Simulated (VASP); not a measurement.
# Sn in VASP: a series of runs, part 2 of 2

VASP 6.6.1.

## Step 4: Relaxation of cell and atoms, r2SCAN

This run uses another cell than the first one, of 27.83 Å³/atom, 1.004 times its volume.

Input file POSCAR:

```
Sn
1.0
    0.0000000000      2.6629032833      5.8219644544
    1.7953649053      0.0000000000      5.8219644544
    1.7953649053      2.6629032833      0.0000000000
Sn
2
Direct
    0.8656524696      0.8656524696      0.1343475304
    0.1343475304      0.1343475304      0.8656524696
```

Input file INCAR.step1:

```
ALGO     = Normal         # electronic algorithm
EDIFF    = 1E-4           # SCF threshold, eV
ENCUT    = 600            # plane-wave cutoff, eV
GGA      = PE             # functional
ISMEAR   = 0              # smearing method
LASPH    = True           # aspherical terms in the spheres
LCHARG   = False          # write CHGCAR
LREAL    = False          # projectors in reciprocal space
LWAVE    = True           # write WAVECAR
NELM     = 100            # most SCF steps
PREC     = Accurate       # precision mode
SIGMA    = 0.1            # smearing width, eV
```

Input file INCAR.step2:

```
ALGO     = Normal         # electronic algorithm
EDIFF    = 1E-6           # SCF threshold, eV
EDIFFG   = -0.04          # ionic threshold
ENCUT    = 600            # plane-wave cutoff, eV
IBRION   = 2              # ionic algorithm
ISIF     = 3              # what is computed and relaxed
ISMEAR   = 0              # smearing method
ISTART   = 1            
LASPH    = True           # aspherical terms in the spheres
LCHARG   = False          # write CHGCAR
LMIXTAU  = True         
LREAL    = False          # projectors in reciprocal space
LWAVE    = False          # write WAVECAR
METAGGA  = R2SCAN         # meta-GGA
NELM     = 100            # most SCF steps
NSW      = 90             # ionic steps
PREC     = Accurate       # precision mode
SIGMA    = 0.1            # smearing width, eV
```

Input file KPOINTS:

```
k-points
0
Gamma
  6 6 6
```

Potentials or basis: VASP PAW PBE potentials, release 64 (Sn_d).

Started as:

```
$ cat potpaw_PBE.64/Sn_d/POTCAR > POTCAR
$ cp INCAR.step1 INCAR
$ mpirun -np 1 vasp_std > vasp.out
$ cp INCAR.step2 INCAR
$ mpirun -np 1 vasp_std > vasp.out
```

OUTCAR:

```text
EDIFF = 1E-6
   EDIFFG = -0.04
   ENCUT = 600
   IBRION = 2
   ISIF = 3
   ISMEAR = 0
   ISTART = 1
   LASPH = True
   LREAL = False
   METAGGA = R2SCAN
   NELM = 100
   NSW = 90
   PREC = Accurate

 ion  position               nearest neighbor table
   1  0.866  0.866  0.134-   2 3.13   2 3.24   2 3.24
   2  0.134  0.134  0.866-   1 3.13   1 3.24   1 3.24

  LATTYP: Found a face centered orthorhombic cell.
 ALAT       =     3.5907298106
 B/A-ratio  =     1.4832100569
 C/A-ratio  =     3.2427750132

  Lattice vectors:

 A1 = (   0.0000000000,   2.6629032833,   5.8219644544)
 A2 = (   1.7953649053,   0.0000000000,   5.8219644544)
 A3 = (   1.7953649053,   2.6629032833,   0.0000000000)
[... 433 lines left out ...]
  ext. energy  EPLUGINS =         0.00000000
  ---------------------------------------------------
  free energy    TOTEN  =       -49.03170198 eV

  energy without entropy =      -49.02527584  energy(sigma->0) =      -49.02848891

 E-fermi :   7.7192     XC(G=0): -11.0835

 val. band max:        7.6839469561   @ k =   0.5000   0.0000   0.1667
 cond. band min:       7.7227748319   @ k =   0.3333  -0.0000   0.1667
 fundamental gap:      0.0388278758
 Fermi energy:         7.7191929063

 k-point     1 :       0.0000    0.0000    0.0000
  band No.  band energies     occupation
      1     -14.5784      2.00000
      2     -14.5695      2.00000
      3     -14.5588      2.00000
      4     -14.4081      2.00000
      5     -14.3834      2.00000
      6     -14.3761      2.00000
[... 481 lines left out ...]
      5     -14.4132      2.00000
      6     -14.3966      2.00000
[... 10 lines left out ...]
     17      13.8606      0.00000
     18      14.0556      0.00000

 [... further k-points ...]

------------------------ aborting loop because EDIFF is reached ----------------------------------------

  FORCE on cell =-STRESS in cart. coord.  units (eV):
  Direction    XX          YY          ZZ          XY          YZ          ZX
  --------------------------------------------------------------------------------------
  -------------------------------------------------------------------------------------
  Total       -0.0671418      0.0359488      0.0298142      0.0000000      0.0000000      0.0000000
  in kB       -1.9400181      1.0387159      0.8614615      0.0000000      0.0000000      0.0000000
  external PRESSURE =      -0.0132802 kB  Pullay stress =       0.0000000 kB
[... 17 lines left out ...]
  FREE ENERGIE OF THE ION-ELECTRON SYSTEM (eV)
  ---------------------------------------------------
  free  energy   TOTEN  =       -49.0317019850 eV

  energy  without entropy=      -49.0252758445  energy(sigma->0) =      -49.02848891

 reached required accuracy - stopping structural energy minimisation
```

OUTCAR.step1:

```text
EDIFF = 1E-4
   ENCUT = 600
   GGA = PE
   ISMEAR = 0
   LASPH = True
[... 727 lines left out ...]
 -----------------------------------------------------------------------------------
      1.79536      2.66290     10.07960         0.000000      0.000000      0.128877
      1.79536      2.66290      1.56433         0.000000      0.000000     -0.128877
 -----------------------------------------------------------------------------------
    total drift:                                0.000000      0.000000      0.000000

  FREE ENERGIE OF THE ION-ELECTRON SYSTEM (eV)
  ---------------------------------------------------
  free  energy   TOTEN  =        -7.4984176253 eV

  energy  without entropy=       -7.4897934205  energy(sigma->0) =       -7.49410552
```

Run time: 20 min. Hardware: 1 thread of Intel Xeon 6975P-C (Granite Rapids), shared host; peak memory 0.31 GiB.

Results:

| Quantity | Value |
| --- | --- |
| Free energy | -49.0317 eV |
| Relaxed volume | 27.72 Å³/atom |
| Relaxed cell | a = 6.416 Å, b = 6.133 Å, c = 3.179 Å, α = 80.31°, β = 70.45°, γ = 29.24° |
| Space group after relaxing (to 0.05 Å) | Fmmm (No. 69) |
| Energy gained by relaxing | 6.0 meV/atom |
| Ionic steps | 8 |
| Pressure after relaxing | 0.0 GPa |
| Band gap on the k mesh | zero (band 14 reaches 14.04 eV, above the bottom of band 15 at 6.19 eV) |

Stress tensor (GPa, compression positive):
```
-0.19  0.00  0.00
 0.00  0.10  0.00
 0.00  0.00  0.09
```

Step by step:
| step | energy change (eV) | largest force (eV/Å) | pressure (GPa) | volume (Å³) |
| --- | --- | --- | --- | --- |
| 1 | 0.0000 | 0.1471 | 0.10 | 55.67 |
| 2 | -0.0053 | 0.1578 | -0.18 | 55.80 |
| 3 | -0.0056 | 0.1156 | -0.48 | 56.04 |
| 4 | -0.0077 | 0.1396 | -0.36 | 55.93 |
| 5 | -0.0106 | 0.0779 | -0.02 | 55.50 |
| 6 | -0.0110 | 0.0359 | 0.19 | 55.25 |
| 7 | -0.0119 | 0.0079 | -0.03 | 55.49 |
| 8 | -0.0119 | 0.0003 | 0.00 | 55.45 |

Final structure:
```
Sn
1.0
     0.00000    2.61226    5.85971
     1.81124    0.00000    5.85971
     1.81124    2.61226    0.00000
Sn
2
Direct
  0.86882 0.86882 0.13118
  0.13118 0.13118 0.86882
```

Caveat: the k points lie up to 0.36 Å⁻¹ apart in the final cell; the PAW data sets were made with another functional, which shifts forces and pressure a little; spin-orbit coupling is left out, which moves the levels of the heavy elements.

## Step 5: Summary

| task | cell | k mesh | cutoff (eV) | gap on the mesh (eV) | pressure (GPa) | largest force (eV/Å) |
| --- | --- | --- | --- | --- | --- | --- |
| single point | a = 6.457, b = 6.165, c = 3.176 Å, angles 80.6, 70.4, 29.0°, 2 atoms | 6 × 6 × 6 | 520 | none | -0.2 | 0.01 |
| single point | a = 6.093, b = 6.093, c = 5.326 Å, angles 90.0, 90.0, 145.7°, 4 atoms | 4 × 4 × 4 | 520 | none | -0.2 | 0.04 |
| relaxation of cell and atoms | relaxed from a = 6.402, b = 6.093, c = 3.212 Å, angles 80.5, 69.8, 29.7°, 2 atoms | 6 × 6 × 6 | 600 | none | 0.0 | - |

Alike in all rows: level r2SCAN; potentials or basis VASP PAW PBE potentials, release 64 (Sn_d); no spin polarisation; smearing gaussian 0.1 eV.

Caveats: all runs use coarse meshes; the PAW data sets were made with another functional, which shifts forces and pressure a little; spin-orbit coupling is left out, which moves the levels of the heavy elements.

Absolute energies hang on the potentials; compare differences alone.
